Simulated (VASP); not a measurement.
# SiC (Moissanite) (P6_3mc) in VASP: single point with PBE

Aim: the single point of SiC (Moissanite) with PBE.

Everything below comes from runs of VASP 6.6.1. Logs are shortened: lines on timing, memory, paths and dates and some standing lists are left out, and cuts for length are marked.

## 1. The cell of the first run

Symmetry: P6_3mc, No. 186, hexagonal system. Conventional cell: a = 3.076 Å, b = 3.076 Å, c = 5.048 Å, α = 90.00°, β = 90.00°, γ = 120.00°. Si (site symmetry 3m) has 4 C at 1.87 to 1.94 Å within 2.5 Å. C (site symmetry 3m) has 4 Si at 1.87 to 1.94 Å within 2.5 Å.

## 2. Single point, PBE

The input, INCAR:

```
  PREC = Accurate
  ENCUT = 520
  EDIFF = 1E-7
  ISMEAR = 0
  SIGMA = 0.01
  LREAL = F
  LASPH = T
  NELM = 100
  ALGO = Normal
  ISIF = 2
  LWAVE = F
  LCHARG = F
  GGA = PE
  NBANDS = 16
```

The input, KPOINTS:

```
Automatic mesh
0
Gamma
  5 5 3
```

The input, POSCAR:

```
SiC
1.0
    3.0760000000      0.0000000000      0.0000000000
   -1.5380000000      2.6638940000      0.0000000000
    0.0000000000      0.0000000000      5.0480000000
Si C
2 2
Direct
    0.3333333333      0.6666666667      0.0000000000
    0.6666666667      0.3333333333      0.5000000000
    0.3333333333      0.6666666667      0.3850000000
    0.6666666667      0.3333333333      0.8850000000
```

Potentials or basis: VASP PAW PBE potentials, release 64 (Si, C).

Run with:

```sh
$ cat potpaw_PBE.64/Si/POTCAR potpaw_PBE.64/C/POTCAR > POTCAR
$ mpirun -np 1 vasp_std > vasp.out
```

OUTCAR:

```text
PREC = Accurate
   ENCUT = 520
   EDIFF = 1E-7
   ISMEAR = 0
   LREAL = F
   LASPH = T
   NELM = 100
   ISIF = 2
   GGA = PE

 ion  position               nearest neighbor table
   1  0.333  0.667  0.000-   4 1.87   4 1.87   4 1.87   3 1.94   2 3.09   2 3.09   2 3.09   2 3.09
                             2 3.09   2 3.09
   2  0.667  0.333  0.500-   3 1.87   3 1.87   3 1.87   4 1.94   1 3.09   1 3.09   1 3.09   1 3.09
                             1 3.09   1 3.09
   3  0.333  0.667  0.385-   2 1.87   2 1.87   2 1.87   1 1.94
   4  0.667  0.333  0.885-   1 1.87   1 1.87   1 1.87   2 1.94

  LATTYP: Found a hexagonal cell.
 ALAT       =     3.0760000000
 C/A-ratio  =     1.6410923277

  Lattice vectors:

 A1 = (   3.0760000000,   0.0000000000,   0.0000000000)
 A2 = (  -1.5380000000,   2.6638940000,   0.0000000000)
 A3 = (   0.0000000000,   0.0000000000,   5.0480000000)

Analysis of symmetry for initial positions (statically):
=====================================================================
 Subroutine PRICEL returns:
 Original cell was already a primitive cell.

 Routine SETGRP: Setting up the symmetry group for a
 hexagonal supercell.

 Subroutine GETGRP returns: Found 12 space group operations
 (whereof  6 operations were pure point group operations)
 out of a pool of 24 trial point group operations.

The static configuration has the point symmetry C_3v.
 The point group associated with its full space group is C_6v.

Analysis of symmetry for dynamics (positions and initial velocities):
=====================================================================
 Subroutine PRICEL returns:
 Original cell was already a primitive cell.

 Routine SETGRP: Setting up the symmetry group for a
 hexagonal supercell.

 Subroutine GETGRP returns: Found 12 space group operations
 (whereof  6 operations were pure point group operations)
 out of a pool of 24 trial point group operations.

The dynamic configuration has the point symmetry C_3v.
 The point group associated with its full space group is C_6v.

 Subroutine INISYM returns: Found 12 space group operations
 (whereof  6 operations are pure point group operations),
 and found     1 'primitive' translations

----------------------------------------------------------------------------------------

                                     Primitive cell

  volume of cell :      41.3640

  direct lattice vectors                    reciprocal lattice vectors
     3.076000000  0.000000000  0.000000000     0.325097529  0.187695156  0.000000000
    -1.538000000  2.663894000  0.000000000     0.000000000  0.375390312  0.000000000
     0.000000000  0.000000000  5.048000000     0.000000000  0.000000000  0.198098257

  length of vectors
     3.076000000  3.075999877  5.048000000     0.375390297  0.375390312  0.198098257

  position of ions in fractional coordinates (direct lattice)
     0.333333333  0.666666667  0.000000000
     0.666666667  0.333333333  0.500000000
     0.333333333  0.666666667  0.385000000
     0.666666667  0.333333333  0.885000000

  ion indices of the primitive-cell ions
   primitive index   ion index
                 1           1
                 2           2
                 3           3
                 4           4

----------------------------------------------------------------------------------------

 KPOINTS: Automatic mesh

Automatic generation of k-mesh.
 Grid dimensions read from file:
 generate k-points for:    5    5    3

 Generating k-lattice:

  Cartesian coordinates                     Fractional coordinates (reciprocal lattice)
     0.065019506  0.037539031  0.000000000     0.200000000  0.000000000  0.000000000
     0.000000000  0.075078062  0.000000000     0.000000000  0.200000000  0.000000000
     0.000000000  0.000000000  0.066032752     0.000000000  0.000000000  0.333333333

  Length of vectors
     0.075078059  0.075078062  0.066032752

  Shift w.r.t. Gamma in fractional coordinates (k-lattice)
     0.000000000  0.000000000  0.000000000

 Subroutine IBZKPT returns following result:
 ===========================================

 Found     10 irreducible k-points:

 Following reciprocal coordinates:
            Coordinates               Weight
  0.000000  0.000000  0.000000      1.000000
  0.200000 -0.000000  0.000000      6.000000
  0.400000  0.000000  0.000000      6.000000
  0.200000  0.200000  0.000000      6.000000
  0.400000  0.200000  0.000000      6.000000
  0.000000  0.000000  0.333333      2.000000
  0.200000 -0.000000  0.333333     12.000000
  0.400000  0.000000  0.333333     12.000000
  0.200000  0.200000  0.333333     12.000000
  0.400000  0.200000  0.333333     12.000000
   k-points           NKPTS =     10   k-points in BZ     NKDIM =     10   number of bands    NBANDS=     16
   number of dos      NEDOS =    301   number of ions     NIONS =      4
   total plane-waves  NPLWV =  23040
   dimension x,y,z NGX =    24 NGY =   24 NGZ =   40
   dimension x,y,z NGXF=    48 NGYF=   48 NGZF=   80
   ions per type =               2   2
   NGX,Y,Z   is equivalent  to a cutoff of  12.97, 12.97, 13.17 a.u.
   NGXF,Y,Z  is equivalent  to a cutoff of  25.94, 25.94, 26.35 a.u.
 SYSTEM =  unknown system
   PREC   = accura    normal or accurate (medium, high low for compatibility)
   ISTART =      0    job   : 0-new  1-cont  2-samecut
   ICHARG =      2    charge: 1-file 2-atom 10-const
   ISPIN  =      1    spin polarized calculation?
   LNONCOLLINEAR =      F non collinear calculations
   LSORBIT =      F    spin-orbit coupling
   LASPH  =      T    aspherical Exc in radial PAW
   ENCUT  =  520.0 eV  38.22 Ry    6.18 a.u.   5.72  5.72  9.39*2*pi/ulx,y,z
   NELM   =    100;   NELMIN=  2; NELMDL= -5     # of ELM steps
   EDIFF  = 0.1E-06   stopping-criterion for ELM
   LREAL  =      F    real-space projection
   EDIFFG = 0.1E-05   stopping-criterion for IOM
   NSW    =      0    number of steps for IOM
   IBRION =     -1    ionic relax: 0-MD 1-quasi-New 2-CG
   NFREE  =      0    steps in history (QN), initial steepest desc. (CG)
   ISIF   =      2    stress and relaxation
   ISYM   =      2    0-nonsym 1-usesym 2-fastsym
   POTIM  = 0.5000    time-step for ionic-motion
   TEBEG  =    0.0;   TEEND  =   0.0 temperature during run
   PSTRESS=    0.0 pullay stress
   NELECT =      16.0000    total number of electrons
   NUPDOWN=      -1.0000    fix difference up-down
   EMIN   =  10.00;   EMAX   =-10.00  energy-range for DOS
   EFERMI =   0.00;   METHOD = LEGACY
   ISMEAR =     0;   SIGMA  =   0.01  broadening in eV -4-tet -1-fermi 0-gaus
   EFERMI_NEDOS =   21; number of points for ismear=-14 and -15
   IALGO  =     38    algorithm
   IMIX   =      4    mixing-type and parameters
     AMIX     =   0.40;   BMIX     =  1.00
     AMIX_MAG =   1.60;   BMIX_MAG =  1.00
  volume/ion in A,a.u.               =      10.34        69.78
  Fermi-wavevector in a.u.,A,eV,Ry     =   1.192817  2.254098 19.358550  1.422813
  Thomas-Fermi vector in A             =   2.328847
   LORBIT       =      0    0 simple, 1 ext, 2 COOP (PROOUT), +10 PAW based schemes
   GGA     = PE    functional components
   LHFCALC =     F    Hartree Fock is set to
   AEXX    =    0.0000 exact exchange contribution
   IVDW    =     0    specifies the selected vdW correction
   LEPSILON=     F    determine dielectric tensor
   LRPA    =     F    only Hartree local field effects (RPA)
 non-spin polarized calculation
 Gauss-broadening in eV      SIGMA  =   0.01
  energy-cutoff  :      520.00
  volume of cell :       41.36
 maximum number of plane-waves:      1118
 NGX is ok and might be reduce to    24
   NGX = 11   NGY = 11   NGZ = 19

 number of electron      16.0000000 magnetization

 Free energy of the ion-electron system (eV)
  ---------------------------------------------------
  ext. energy  EPLUGINS =         0.00000000
  ---------------------------------------------------
  free energy    TOTEN  =       -30.02610687 eV

  energy without entropy =      -30.02610687  energy(sigma->0) =      -30.02610687

 E-fermi :   8.5188     XC(G=0): -11.3451

 val. band max:        8.4217597940   @ k =   0.0000   0.0000   0.0000
 cond. band min:      11.2254178075   @ k =   0.4000   0.0000   0.0000
 fundamental gap:      2.8036580135
 Fermi energy:         8.5187520512

 k-point     1 :       0.0000    0.0000    0.0000
  band No.  band energies     occupation
      1      -7.3082      2.00000
      2      -3.8036      2.00000
      3      -0.2779      2.00000
      4       6.8643      2.00000
      5       6.8643      2.00000
      6       8.1467      2.00000
[... 8 lines left out ...]
     15      17.1158      0.00000
     16      19.7650      0.00000

 k-point     2 :       0.2000   -0.0000    0.0000
  band No.  band energies     occupation
      1      -6.6202      2.00000
      2      -3.2264      2.00000
      3       0.3456      2.00000
      4       4.0482      2.00000
      5       5.9743      2.00000
      6       6.0478      2.00000
[... 8 lines left out ...]
     15      17.8291      0.00000
     16      18.4168      0.00000

 k-point     3 :       0.4000    0.0000    0.0000
  band No.  band energies     occupation
      1      -4.7347      2.00000
      2      -2.2207      2.00000
      3       0.4683      2.00000
      4       2.3489      2.00000
      5       2.8024      2.00000
      6       5.0114      2.00000
[... 8 lines left out ...]
     15      19.2754      0.00000
     16      20.2854      0.00000

 k-point     4 :       0.2000    0.2000    0.0000
  band No.  band energies     occupation
      1      -5.3094      2.00000
      2      -2.3139      2.00000
      3       1.1436      2.00000
      4       2.4700      2.00000
      5       3.2425      2.00000
      6       4.5807      2.00000
[... 8 lines left out ...]
     15      19.1042      0.00000
     16      19.3091      0.00000

 k-point     5 :       0.4000    0.2000    0.0000
  band No.  band energies     occupation
      1      -3.5195      2.00000
      2      -2.4303      2.00000
      3       0.9192      2.00000
      4       2.1163      2.00000
      5       2.6304      2.00000
      6       3.6503      2.00000
[... 8 lines left out ...]
     15      19.4158      0.00000
     16      20.2669      0.00000

 k-point     6 :       0.0000    0.0000    0.3333
  band No.  band energies     occupation
      1      -6.7716      2.00000
      2      -5.2591      2.00000
      3       2.0591      2.00000
      4       5.9303      2.00000
      5       7.1491      2.00000
      6       7.1491      2.00000
[... 8 lines left out ...]
     15      16.2314      0.00000
     16      18.5807      0.00000

 k-point     7 :       0.2000   -0.0000    0.3333
  band No.  band energies     occupation
      1      -6.0924      2.00000
      2      -4.6144      2.00000
      3       2.4033      2.00000
      4       4.6169      2.00000
      5       4.9590      2.00000
      6       6.3304      2.00000
[... 8 lines left out ...]
     15      17.8910      0.00000
     16      18.7619      0.00000

 k-point     8 :       0.4000    0.0000    0.3333
  band No.  band energies     occupation
      1      -4.2563      2.00000
      2      -3.0258      2.00000
      3       0.3469      2.00000
      4       1.5179      2.00000
      5       4.4895      2.00000
      6       5.4074      2.00000
[... 8 lines left out ...]
     15      20.2196      0.00000
     16      20.3618      0.00000

 k-point     9 :       0.2000    0.2000    0.3333
  band No.  band energies     occupation
      1      -4.8082      2.00000
      2      -3.4479      2.00000
      3       1.5883      2.00000
      4       2.7839      2.00000
      5       4.2262      2.00000
      6       4.3273      2.00000
[... 8 lines left out ...]
     15      17.8744      0.00000
     16      19.5498      0.00000

 k-point    10 :       0.4000    0.2000    0.3333
  band No.  band energies     occupation
      1      -3.1419      2.00000
      2      -2.4971      2.00000
      3       0.1944      2.00000
      4       0.8711      2.00000
      5       2.9826      2.00000
      6       4.2098      2.00000
[... 8 lines left out ...]
     15      20.2638      0.00000
     16      20.9753      0.00000

------------------------ aborting loop because EDIFF is reached ----------------------------------------

  FORCE on cell =-STRESS in cart. coord.  units (eV):
  Direction    XX          YY          ZZ          XY          YZ          ZX
  --------------------------------------------------------------------------------------
  -------------------------------------------------------------------------------------
  Total        1.3779241      1.3779239      0.0794512      0.0000000      0.0000000      0.0000000
  in kB       53.3719723     53.3719666      3.0774323      0.0000000      0.0000000      0.0000000
  external PRESSURE =      36.6071237 kB  Pullay stress =       0.0000000 kB

 VOLUME and BASIS-vectors are now :
 -----------------------------------------------------------------------------
  energy-cutoff  :      520.00
  volume of cell :       41.36
      direct lattice vectors                 reciprocal lattice vectors
     3.076000000  0.000000000  0.000000000     0.325097529  0.187695156  0.000000000
    -1.538000000  2.663894000  0.000000000     0.000000000  0.375390312  0.000000000
     0.000000000  0.000000000  5.048000000     0.000000000  0.000000000  0.198098257

 POSITION                                       TOTAL-FORCE (eV/Angst)
 -----------------------------------------------------------------------------------
     -0.00000      1.77593      0.00000        -0.000000     -0.000000      0.738889
      1.53800      0.88796      2.52400         0.000000      0.000000      0.738889
     -0.00000      1.77593      1.94348        -0.000000      0.000000     -0.738889
      1.53800      0.88796      4.46748        -0.000000     -0.000000     -0.738889
 -----------------------------------------------------------------------------------
    total drift:                                0.000000      0.000000     -0.000249

  FREE ENERGIE OF THE ION-ELECTRON SYSTEM (eV)
  ---------------------------------------------------
  free  energy   TOTEN  =       -30.0261068675 eV

  energy  without entropy=      -30.0261068675  energy(sigma->0) =      -30.02610687
```

It took 8.9 s on 1 thread of Intel Xeon 8259CL, shared host; peak memory 0.15 GiB.

Results:

| Item | Value |
| --- | --- |
| Free energy | -30.0261 eV |
| Pressure | 3.7 GPa |
| Largest force | 0.739 eV/Å |
| Band gap on the k mesh | 2.80 eV, indirect (least direct gap 4.18 eV) |

Forces in eV/Å, atoms in the order of the input:
```
Si   0.000  0.000  0.739
Si   0.000  0.000  0.739
C    0.000  0.000 -0.739
C    0.000  0.000 -0.739
```

Stress tensor (GPa, compression positive):
```
5.34 0.00 0.00
0.00 5.34 0.00
0.00 0.00 0.31
```

Caveat: the k points lie up to 0.47 Å⁻¹ apart.
